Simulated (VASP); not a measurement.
# Te2Mo (P-6m2) in VASP: a series of runs

Runs on Te2Mo. Level: LDA. Tasks: single point.

All numbers are computed with VASP 6.6.1; they aren't measurements. Logs are shortened: lines on timing, memory, paths and dates and some standing lists are left out, and cuts for length are marked.

## Step 1: The cell of the first run

Symmetry: P-6m2, No. 187, hexagonal system. Conventional cell: a = 3.449 Å, b = 3.449 Å, c = 7.636 Å, α = 90.00°, β = 90.00°, γ = 120.00°. Te (site symmetry 3m) has 3 Mo at 2.68 Å and 6 Te at 3.45 Å within 3.5 Å. Mo (site symmetry -6m2) has 6 Te at 2.68 Å and 6 Mo at 3.45 Å within 3.5 Å.

## Step 2: Single point, LDA

File INCAR:

```
PREC = Accurate ; ENCUT = 520
EDIFF = 1E-6 ; ISMEAR = 0
SIGMA = 0.02 ; LREAL = False
LASPH = True ; NELM = 80
ALGO = Normal ; ISIF = 2
LWAVE = False ; LCHARG = True
GGA = CA ; LELF = True
LVHAR = True ; NBANDS = 20
```

File KPOINTS:

```
Automatic mesh
0
Gamma
  12 12 2
```

File POSCAR:

```
Te2Mo
1.0
    3.4490119558      0.0000000000      0.0000000000
   -1.7245059779      2.9869319717      0.0000000000
    0.0000000000      0.0000000000      7.6364026260
Te Mo
2 1
Direct
    0.3333333333      0.6666666667      0.7642326736
    0.3333333333      0.6666666667      0.2357673264
    0.0000000000      0.0000000000      0.0000000000
```

Potentials or basis: VASP PAW LDA potentials, release 64 (Te, Mo_sv).

The run is started by

```bash
> cat potpaw_LDA.64/Te/POTCAR potpaw_LDA.64/Mo_sv/POTCAR > POTCAR
> mpirun -np 1 vasp_std > vasp.out
```

OUTCAR:

```text
PREC = Accurate
   ENCUT = 520
   EDIFF = 1E-6
   ISMEAR = 0
   LREAL = False
   LASPH = True
   NELM = 80
   ISIF = 2
   GGA = CA

 ion  position               nearest neighbor table
   1  0.333  0.667  0.764-   3 2.68   3 2.68   3 2.68   2 3.60
   2  0.333  0.667  0.236-   3 2.68   3 2.68   3 2.68   1 3.60
   3  0.000  0.000  0.000-   1 2.68   2 2.68   1 2.68   2 2.68   1 2.68   2 2.68

  LATTYP: Found a hexagonal cell.
 ALAT       =     3.4490119558
 C/A-ratio  =     2.2140841272

  Lattice vectors:

 A1 = (   3.4490119558,   0.0000000000,   0.0000000000)
 A2 = (  -1.7245059779,   2.9869319717,   0.0000000000)
 A3 = (   0.0000000000,   0.0000000000,   7.6364026260)

Analysis of symmetry for initial positions (statically):
=====================================================================
 Subroutine PRICEL returns:
 Original cell was already a primitive cell.

 Routine SETGRP: Setting up the symmetry group for a
 hexagonal supercell.

 Subroutine GETGRP returns: Found 12 space group operations
 (whereof 12 operations were pure point group operations)
 out of a pool of 24 trial point group operations.

The static configuration has the point symmetry D_3h.

Analysis of symmetry for dynamics (positions and initial velocities):
=====================================================================
 Subroutine PRICEL returns:
 Original cell was already a primitive cell.

 Routine SETGRP: Setting up the symmetry group for a
 hexagonal supercell.

 Subroutine GETGRP returns: Found 12 space group operations
 (whereof 12 operations were pure point group operations)
 out of a pool of 24 trial point group operations.

The dynamic configuration has the point symmetry D_3h.

 Subroutine INISYM returns: Found 12 space group operations
 (whereof 12 operations are pure point group operations),
 and found     1 'primitive' translations

----------------------------------------------------------------------------------------

                                     Primitive cell

  volume of cell :      78.6699

  direct lattice vectors                    reciprocal lattice vectors
     3.449011956  0.000000000  0.000000000     0.289938108  0.167395845  0.000000000
    -1.724505978  2.986931972  0.000000000     0.000000000  0.334791689  0.000000000
     0.000000000  0.000000000  7.636402626     0.000000000  0.000000000  0.130951712

  length of vectors
     3.449011956  3.449011956  7.636402626     0.334791689  0.334791689  0.130951712

  position of ions in fractional coordinates (direct lattice)
     0.333333333  0.666666667  0.764232674
     0.333333333  0.666666667  0.235767326
     0.000000000  0.000000000  0.000000000

  ion indices of the primitive-cell ions
   primitive index   ion index
                 1           1
                 2           2
                 3           3

----------------------------------------------------------------------------------------

 KPOINTS: Automatic mesh

Automatic generation of k-mesh.
 Grid dimensions read from file:
 generate k-points for:   12   12    2

 Generating k-lattice:

  Cartesian coordinates                     Fractional coordinates (reciprocal lattice)
     0.024161509  0.013949654  0.000000000     0.083333333 -0.000000000  0.000000000
     0.000000000  0.027899307  0.000000000     0.000000000  0.083333333  0.000000000
     0.000000000  0.000000000  0.065475856     0.000000000  0.000000000  0.500000000

  Length of vectors
     0.027899307  0.027899307  0.065475856

  Shift w.r.t. Gamma in fractional coordinates (k-lattice)
     0.000000000  0.000000000  0.000000000

 Subroutine IBZKPT returns following result:
 ===========================================

 Found     38 irreducible k-points:

 Following reciprocal coordinates:
            Coordinates               Weight
  0.000000  0.000000  0.000000      1.000000
  0.083333  0.000000  0.000000      6.000000
  0.166667  0.000000  0.000000      6.000000
  0.250000  0.000000  0.000000      6.000000
  0.333333  0.000000  0.000000      6.000000
  0.416667  0.000000  0.000000      6.000000
[... 16 lines left out ...]
  0.250000  0.000000  0.500000      6.000000
  0.333333  0.000000  0.500000      6.000000
 [... further k-points ...]
   k-points           NKPTS =     38   k-points in BZ     NKDIM =     38   number of bands    NBANDS=     20
   number of dos      NEDOS =    301   number of ions     NIONS =      3
   total plane-waves  NPLWV =  47040
   dimension x,y,z NGX =    28 NGY =   28 NGZ =   60
   dimension x,y,z NGXF=    56 NGYF=   56 NGZF=  120
   ions per type =               2   1
   NGX,Y,Z   is equivalent  to a cutoff of  13.50, 13.50, 13.06 a.u.
   NGXF,Y,Z  is equivalent  to a cutoff of  26.99, 26.99, 26.12 a.u.
 SYSTEM =  unknown system
   PREC   = accura    normal or accurate (medium, high low for compatibility)
   ISTART =      0    job   : 0-new  1-cont  2-samecut
   ICHARG =      2    charge: 1-file 2-atom 10-const
   ISPIN  =      1    spin polarized calculation?
   LNONCOLLINEAR =      F non collinear calculations
   LSORBIT =      F    spin-orbit coupling
   LASPH  =      T    aspherical Exc in radial PAW
   ENCUT  =  520.0 eV  38.22 Ry    6.18 a.u.   6.41  6.41 14.20*2*pi/ulx,y,z
   NELM   =     80;   NELMIN=  2; NELMDL= -5     # of ELM steps
   EDIFF  = 0.1E-05   stopping-criterion for ELM
   LREAL  =      F    real-space projection
   EDIFFG = 0.1E-04   stopping-criterion for IOM
   NSW    =      0    number of steps for IOM
   IBRION =     -1    ionic relax: 0-MD 1-quasi-New 2-CG
   NFREE  =      0    steps in history (QN), initial steepest desc. (CG)
   ISIF   =      2    stress and relaxation
   ISYM   =      2    0-nonsym 1-usesym 2-fastsym
   POTIM  = 0.5000    time-step for ionic-motion
   TEBEG  =    0.0;   TEEND  =   0.0 temperature during run
   PSTRESS=    0.0 pullay stress
   NELECT =      26.0000    total number of electrons
   NUPDOWN=      -1.0000    fix difference up-down
   EMIN   =  10.00;   EMAX   =-10.00  energy-range for DOS
   EFERMI =   0.00;   METHOD = LEGACY
   ISMEAR =     0;   SIGMA  =   0.02  broadening in eV -4-tet -1-fermi 0-gaus
   EFERMI_NEDOS =   21; number of points for ismear=-14 and -15
   IALGO  =     38    algorithm
   IMIX   =      4    mixing-type and parameters
     AMIX     =   0.40;   BMIX     =  1.00
     AMIX_MAG =   1.60;   BMIX_MAG =  1.00
  volume/ion in A,a.u.               =      26.22       176.96
  Fermi-wavevector in a.u.,A,eV,Ry     =   1.131869  2.138923 17.430810  1.281128
  Thomas-Fermi vector in A             =   2.268569
   LORBIT       =      0    0 simple, 1 ext, 2 COOP (PROOUT), +10 PAW based schemes
   GGA     = CA    functional components
   LHFCALC =     F    Hartree Fock is set to
   AEXX    =    0.0000 exact exchange contribution
   IVDW    =     0    specifies the selected vdW correction
   LEPSILON=     F    determine dielectric tensor
   LRPA    =     F    only Hartree local field effects (RPA)
 non-spin polarized calculation
 Gauss-broadening in eV      SIGMA  =   0.02
  energy-cutoff  :      520.00
  volume of cell :       78.67
 maximum number of plane-waves:      2144
 NGX is ok and might be reduce to    28
   NGX = 13   NGY = 13   NGZ = 29

 number of electron      26.0000002 magnetization

 Free energy of the ion-electron system (eV)
  ---------------------------------------------------
  ext. energy  EPLUGINS =         0.00000000
  ---------------------------------------------------
  free energy    TOTEN  =       -20.50844551 eV

  energy without entropy =      -20.50844551  energy(sigma->0) =      -20.50844551

 E-fermi :   7.3644     XC(G=0): -10.2463

 val. band max:        7.2628071927   @ k =   0.3333   0.3333   0.5000
 cond. band min:       8.2189852552   @ k =   0.2500   0.1667   0.0000
 fundamental gap:      0.9561780624
 Fermi energy:         7.3644448256

 k-point     1 :       0.0000    0.0000    0.0000
  band No.  band energies     occupation
      1     -52.9952      2.00000
      2     -27.4043      2.00000
      3     -27.2074      2.00000
      4     -27.2074      2.00000
      5      -5.7752      2.00000
      6      -4.6528      2.00000
[... 12 lines left out ...]
     19      14.0417      0.00000
     20      15.9736      0.00000

 k-point     2 :       0.0833    0.0000    0.0000
  band No.  band energies     occupation
      1     -52.9943      2.00000
      2     -27.4018      2.00000
      3     -27.2187      2.00000
      4     -27.2100      2.00000
      5      -5.6696      2.00000
      6      -4.5806      2.00000
[... 12 lines left out ...]
     19      14.3825      0.00000
     20      16.2113      0.00000

 k-point     3 :       0.1667    0.0000    0.0000
  band No.  band energies     occupation
      1     -52.9918      2.00000
      2     -27.3948      2.00000
      3     -27.2496      2.00000
      4     -27.2171      2.00000
      5      -5.3618      2.00000
      6      -4.3707      2.00000
[... 12 lines left out ...]
     19      14.9610      0.00000
     20      15.5686      0.00000

 k-point     4 :       0.2500    0.0000    0.0000
  band No.  band energies     occupation
      1     -52.9884      2.00000
      2     -27.3852      2.00000
      3     -27.2914      2.00000
      4     -27.2268      2.00000
      5      -4.8825      2.00000
      6      -4.0460      2.00000
[... 12 lines left out ...]
     19      14.2163      0.00000
     20      14.6853      0.00000

 k-point     5 :       0.3333    0.0000    0.0000
  band No.  band energies     occupation
      1     -52.9850      2.00000
      2     -27.3756      2.00000
      3     -27.3330      2.00000
      4     -27.2365      2.00000
      5      -4.2985      2.00000
      6      -3.6596      2.00000
[... 12 lines left out ...]
     19      13.2127      0.00000
     20      13.9934      0.00000
[... 353 lines left out ...]
      6      -4.7498      2.00000
[... 12 lines left out ...]
     19      14.4042      0.00000
     20      16.0758      0.00000

 k-point    22 :       0.1667    0.0000    0.5000
  band No.  band energies     occupation
      1     -52.9918      2.00000
      2     -27.3948      2.00000
      3     -27.2496      2.00000
      4     -27.2171      2.00000
      5      -5.2575      2.00000
      6      -4.5331      2.00000
[... 12 lines left out ...]
     19      14.8227      0.00000
     20      15.3461      0.00000

 k-point    23 :       0.2500    0.0000    0.5000
  band No.  band energies     occupation
      1     -52.9884      2.00000
      2     -27.3852      2.00000
      3     -27.2914      2.00000
      4     -27.2268      2.00000
      5      -4.7778      2.00000
      6      -4.1977      2.00000
[... 12 lines left out ...]
     19      14.4848      0.00000
     20      15.0828      0.00000

 k-point    24 :       0.3333    0.0000    0.5000
  band No.  band energies     occupation
      1     -52.9850      2.00000
      2     -27.3756      2.00000
      3     -27.3330      2.00000
      4     -27.2365      2.00000
      5      -4.1948      2.00000
      6      -3.7972      2.00000
[... 12 lines left out ...]
     19      13.5893      0.00000
     20      14.5556      0.00000

 [... further k-points ...]
[... 5 lines left out ...]
  --------------------------------------------------------------------------------------
  -------------------------------------------------------------------------------------
  Total        0.5938582      0.5938582      0.7007773      0.0000000     -0.0000000      0.0000000
  in kB       12.0944040     12.0944040     14.2718984      0.0000000     -0.0000000      0.0000000
  external PRESSURE =      12.8202355 kB  Pullay stress =       0.0000000 kB

 VOLUME and BASIS-vectors are now :
 -----------------------------------------------------------------------------
  energy-cutoff  :      520.00
  volume of cell :       78.67
      direct lattice vectors                 reciprocal lattice vectors
     3.449011956  0.000000000  0.000000000     0.289938108  0.167395845  0.000000000
    -1.724505978  2.986931972  0.000000000     0.000000000  0.334791689  0.000000000
     0.000000000  0.000000000  7.636402626     0.000000000  0.000000000  0.130951712

 POSITION                                       TOTAL-FORCE (eV/Angst)
 -----------------------------------------------------------------------------------
     -0.00000      1.99129      5.83599         0.000000      0.000000     -0.059538
     -0.00000      1.99129      1.80041        -0.000000      0.000000      0.059538
      0.00000      0.00000      0.00000         0.000000     -0.000000      0.000000
 -----------------------------------------------------------------------------------
    total drift:                                0.000000     -0.000000     -0.000000

  FREE ENERGIE OF THE ION-ELECTRON SYSTEM (eV)
  ---------------------------------------------------
  free  energy   TOTEN  =       -20.5084455105 eV

  energy  without entropy=      -20.5084455105  energy(sigma->0) =      -20.50844551
```

Wall time 52 s (1 thread of Intel Xeon 6975P-C, shared host); peak memory 0.21 GiB.

Results:

```yaml
Free_energy: -20.5084 eV
Pressure: 1.3 GPa
Largest_force: 0.060 eV/Å
Band_gap_on_the_k_mesh: 0.96 eV, indirect (least direct gap 1.25 eV)
```

Forces on the atoms (eV/Å):
```
Te   0.000  0.000 -0.060
Te   0.000  0.000  0.060
Mo   0.000  0.000  0.000
```

Levels at points of the mesh, in eV from the valence-band top:
```
           k point  band 9  band 10  band 11  band 12  band 13  band 14  band 15  band 16  band 17  band 18
(0.00, 0.00, 0.00)   -1.68    -1.10    -1.05    -0.84    -0.84     3.43     3.43     3.63     3.63     5.26
(0.50, 0.00, 0.00)   -3.71    -2.35    -1.38    -1.04    -0.20     1.57     1.66     3.54     3.93     4.01
(0.00, 0.00, 0.50)   -1.67    -1.67    -0.85    -0.85    -0.26     3.32     3.32     3.76     3.76     6.57
(0.50, 0.00, 0.50)   -3.27    -2.38    -2.22    -0.61    -0.11     1.59     1.98     2.88     3.77     4.62
```

Caveat: spin-orbit coupling is left out, which moves the levels of the heavy elements. A k mesh can miss the band edges.

[end of part 1 of 2]
